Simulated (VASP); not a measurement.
# H3CCl in VASP: further runs, part 2 of 2

VASP 6.6.1. Earlier steps stand in the parts before.

**3. Single point, LDA**

Input file INCAR:

```
SYSTEM = H3CCl
PREC = Accurate
ENCUT = 520
EDIFF = 1E-7
ISMEAR = -1
SIGMA = 0.02
LREAL = Auto
LASPH = .True.
NELM = 60
ALGO = Normal
ISIF = 2
LWAVE = .False.
LCHARG = .True.
LELF = .True.
LVHAR = .True.
NBANDS = 82
```

Input file KPOINTS:

```
Automatic mesh
0
Gamma
  1 1 1
  0 0 0
```

Input file POSCAR:

```
H3CCl
1.0
    8.3815160000      0.0000000000      0.0000000000
    0.0000000000      8.3815160000      0.0000000000
    0.0000000000      0.0000000000      8.3815160000
C Cl H
8 8 24
Direct
    0.4051892283      0.1496984555      0.7541953031
    0.7790118160      0.7154552947      0.3943677969
    0.0075404020      0.1721764893      0.9297602009
   -0.0259499594      0.5767333738      0.9076400976
    0.4731363634      0.5358935066     -0.2184807617
    1.2097453492      0.4152828677      0.2701778533
    0.4203177564      0.8676354015      0.0153194243
    0.5655301499      0.1309667607      0.3720210043
    0.6060717417      0.0584023224      0.8484026040
    0.7861346324      0.7364658136      0.1829621276
   -0.1057803863      0.2284192979      1.0953388385
   -0.1769608267      0.6400154817      0.7515585486
    0.6008340257      0.4575783188     -0.0784702911
    1.2427346079      0.5513799652      0.4422946875
    0.3764354802      0.7651241136      0.1921251478
    0.6304826000      0.3263132827      0.3843218816
    0.4209858932      0.2120141511      0.6399081025
    0.3153367481      0.0526873659      0.7593137089
    0.3792869929      0.2416865875      0.8392515149
    0.6819768643      0.7917541409      0.4560869418
    0.7128304712      0.5908000414      0.4099019795
    0.8874289568      0.7244035566      0.4566238375
    0.0404222816      0.2846978995      0.8793993831
    0.0995285340      0.0840778685      0.9671520045
   -0.0908785475      0.1199305710      0.8176563762
    0.0590704593      0.5462973524      0.7902508329
    0.0068722651      0.6826092082      0.9734635119
   -0.0913438571      0.4792092505      0.9485276888
    0.4102599100      0.4462080607     -0.3055055911
    0.3655901868      0.5777594411     -0.1450214973
    0.5283888977      0.6303990829     -0.2791022531
    1.3303321261      0.3836298827      0.2066690561
    1.1560080539      0.3036443526      0.3186177775
    1.1244505171      0.5106355461      0.1988184476
    0.5515231373      0.8786000051      0.0293860920
    0.4198882398      0.7877691816     -0.1069615568
    0.3222925304      0.9509377540      0.0251147883
    0.6339187326      0.0898644112      0.2668252378
    0.5796564726      0.0522936423      0.4805455242
    0.4460648885      0.1400939878      0.3197273620
```

Potentials or basis: VASP PAW LDA potentials, release 64 (C, Cl, H).

Started as:

```console
$ cat potpaw_LDA.64/C/POTCAR potpaw_LDA.64/Cl/POTCAR potpaw_LDA.64/H/POTCAR > POTCAR
$ mpirun -np 1 vasp_gam > vasp.out
```

It used 130 s of CPU time on 1 thread of AMD EPYC 7R13 Processor (Zen 3) (shared host).

Results (log left out):

```yaml
Free_energy: -184.5326 eV
Pressure: -1.6 GPa
Largest_force: 6.451 eV/Å
Band_gap_on_the_k_mesh: 3.44 eV
```

Forces on the atoms (eV/Å):
```
C    1.492 -1.167  1.036
C   -4.567 -1.698 -0.097
C   -2.953 -1.732 -2.244
C    1.300  1.043 -6.232
C   -3.570 -1.914  0.716
C   -0.076  2.122 -0.614
C    0.960 -3.094 -1.227
C    0.081 -0.880 -1.238
Cl  -1.624  1.965 -2.614
Cl   0.178  0.439  0.590
Cl  -0.346 -0.241  0.529
Cl   0.686  1.083  0.360
Cl  -0.257 -1.017  0.697
Cl   0.167 -1.155 -0.382
Cl  -0.626 -1.336  0.636
Cl   0.387  1.013  0.816
H    0.532 -0.597 -0.265
H    0.486  0.141 -0.236
H   -0.163  0.471  0.897
H    1.144 -0.109 -1.035
H    1.507  1.526 -0.006
H    1.649 -0.003  0.421
H    1.174  0.604 -0.474
H   -0.212  0.412 -0.481
H    2.245  0.734  2.755
H   -0.676  0.205  3.160
H    0.129  0.009  0.564
H   -0.536 -1.584  1.585
H    1.402  0.973  0.864
H    0.794  0.045 -0.735
H    0.820  1.421 -1.036
H   -1.450  0.876  0.826
H   -0.233  0.689 -0.356
H    1.538 -2.603  0.807
H   -0.862  1.028  0.162
H   -0.608  1.274  2.325
H    0.530  1.388 -0.816
H    0.178 -0.711  0.407
H   -0.096  0.795 -0.635
H   -0.520 -0.414  0.573
```

Stress tensor (GPa, compression positive):
```
-2.49  2.07 -1.70
 2.07  0.62 -1.84
-1.70 -1.84 -2.87
```

Levels at points of the mesh, in eV from the valence-band top:
```
           k point  band 52  band 53  band 54  band 55  band 56  band 57  band 58  band 59  band 60  band 61
(0.00, 0.00, 0.00)    -0.60    -0.52    -0.28    -0.06     0.00     3.44     4.27     4.60     4.70     5.37
```

Caveat: the k points lie up to 0.75 Å⁻¹ apart; the atoms stand as in a frame of molecular dynamics.

**4. Single point, LDA**

Input file INCAR:

```
SYSTEM = H3CCl
ALGO = Normal ; EDIFF = 1E-7
ENCUT = 520 ; GGA = CA
ISIF = 2 ; ISMEAR = -1
LASPH = .TRUE. ; LCHARG = .FALSE.
LREAL = Auto ; LWAVE = .FALSE.
NBANDS = 82 ; NELM = 60
PREC = Accurate ; SIGMA = 0.02
```

Input file KPOINTS:

```
k-points
0
G
  1 1 1
  0 0 0
```

Input file POSCAR:

```
H3CCl
1.0
    8.3815160000      0.0000000000      0.0000000000
    0.0000000000      8.3815160000      0.0000000000
    0.0000000000      0.0000000000      8.3815160000
C Cl H
8 8 24
Direct
    0.4602627973      0.0090556410      0.6792923858
    0.8524352874      0.7088813050      0.4004406840
   -0.0441686206      0.1333052398      0.9977311980
    0.0294815401      0.5862662554      0.8882283348
    0.4674214068      0.5027730067     -0.2355659764
    1.2439515715      0.4574948017      0.2424501725
    0.3827947116      0.7762796134      0.0954719886
    0.6012874043      0.1281271789      0.2697602677
    0.6752954955      0.0960804704      0.7589915715
    0.7553168186      0.7981253033      0.2210936542
   -0.1268744222      0.2753201211      1.1200360412
   -0.1118652043      0.6775862505      0.7224110769
    0.4973682565      0.4082674304     -0.0438942072
    1.2366617209      0.4891119936      0.4535694975
    0.3658646002      0.8083621149      0.2945290566
    0.5930669344      0.3310260340      0.3259076282
    0.4841606220     -0.0588199080      0.5737148268
    0.4406959314     -0.0596789411      0.7911456591
    0.3704103172      0.0948635068      0.6489040885
    0.7633225302      0.6817740371      0.5039183842
    0.8623260995      0.5722353808      0.3649936360
    0.9533358882      0.7532408218      0.4463512329
    0.0659307934      0.1209685694      1.0765116955
   -0.1125452722      0.0216547937      1.0006065728
    0.0196861761      0.1324939307      0.8975583892
   -0.0787804975      0.5317534441      0.9754321295
    0.1167330588      0.4954354320      0.8393231010
    0.0714906468      0.6859260306      0.9388635660
    0.5619389142      0.4770616676     -0.3280552110
    0.3683104584      0.4389182100     -0.2852586573
    0.4538439108      0.6294923257     -0.2026483037
    1.1539678502      0.5392580531      0.1810889581
    1.3576541523      0.5089532729      0.1960981760
    1.2518379730      0.3421815337      0.2563617369
    0.3276137634      0.6664068887      0.0559087401
    0.3030120088      0.8545232151      0.0129093591
    0.5063165184      0.7511171010      0.0781123606
    0.5908954896      0.1315752425      0.1328876542
    0.7149303300      0.0603351470      0.3158975059
    0.4906510946      0.0816081482      0.3152770931
```

Started as:

```console
$ cat potpaw_LDA.64/C/POTCAR potpaw_LDA.64/Cl/POTCAR potpaw_LDA.64/H/POTCAR > POTCAR
$ mpirun -np 1 vasp_gam > vasp.out
```

It used 110 s of CPU time on 1 thread of AMD EPYC 7R13 Processor (Zen 3) (shared host).

It converged, with:

```
Free energy            : -183.7587 eV
Pressure               : 0.0 GPa
Largest force          : 7.698 eV/Å
Band gap on the k mesh : 3.63 eV
```

Forces on the atoms (eV/Å):
```
C    2.494  0.048  2.188
C   -5.577 -4.924 -1.976
C    0.729 -2.004  5.350
C   -5.175 -3.832 -1.187
C    1.065 -0.529  0.484
C    0.386  6.816  0.119
C   -2.011  0.403 -1.941
C    1.028  0.009 -0.978
Cl  -2.539 -0.680 -1.306
Cl   1.225 -0.660  1.381
Cl  -0.731  1.454 -0.765
Cl   1.819 -1.059  2.009
Cl   0.376  0.181 -0.657
Cl  -0.276  0.573  0.407
Cl  -0.698  0.345  1.048
Cl   0.302  0.292  0.473
H    0.637 -0.751 -0.560
H   -0.348  0.086 -0.722
H   -0.222  1.221  0.303
H    0.451  1.198 -1.487
H    0.515  1.974  0.217
H    3.454  2.072  0.791
H   -0.502 -1.140 -0.356
H   -0.203  0.000  0.208
H    1.243  1.759 -4.658
H    2.640  0.727 -1.733
H   -0.833  0.821  0.155
H    1.794  3.271  1.643
H    0.042  0.288  1.009
H   -1.201  0.194 -0.285
H   -0.186 -0.139 -0.645
H   -0.023 -1.613  0.549
H   -0.174 -0.642  0.574
H   -0.417 -5.628 -1.135
H   -0.307 -1.017  0.437
H    1.684  0.193  1.071
H    1.256  0.595 -0.992
H    0.450 -0.384  1.283
H   -1.723  1.210 -0.685
H   -0.445 -0.728  0.370
```

Stress tensor (GPa, compression positive):
```
-1.05  0.99 -1.88
 0.99  2.27  1.42
-1.88  1.42 -1.10
```

Levels at points of the mesh, in eV from the valence-band top:
| k point | band 54 | band 55 | band 56 | band 57 | band 58 | band 59 |
| --- | --- | --- | --- | --- | --- | --- |
| (0.00, 0.00, 0.00) | -0.17 | -0.08 | 0.00 | 3.63 | 4.14 | 4.80 |

Caveat: the k points lie up to 0.75 Å⁻¹ apart; the atoms stand as in a frame of molecular dynamics.

**5. Overview**

```tsv
cell	gap on the mesh (eV)	pressure (GPa)	largest force (eV/Å)
as given, atomic positions A	4.09	-0.2	6.91
as given, atomic positions B	3.44	-1.6	6.45
as given, atomic positions C	3.63	0.0	7.70
```

Alike in all rows: task single point; level LDA; potentials or basis VASP PAW LDA potentials, release 64 (C, Cl, H); no spin polarisation; k mesh 1 × 1 × 1; cutoff (eV) 520; smearing fermi-dirac 0.02 eV.

Caveats: all runs use coarse meshes; the atoms stand as in a frame of molecular dynamics.

Total energies depend on the potentials used, so only differences within one code and one set of settings carry meaning.
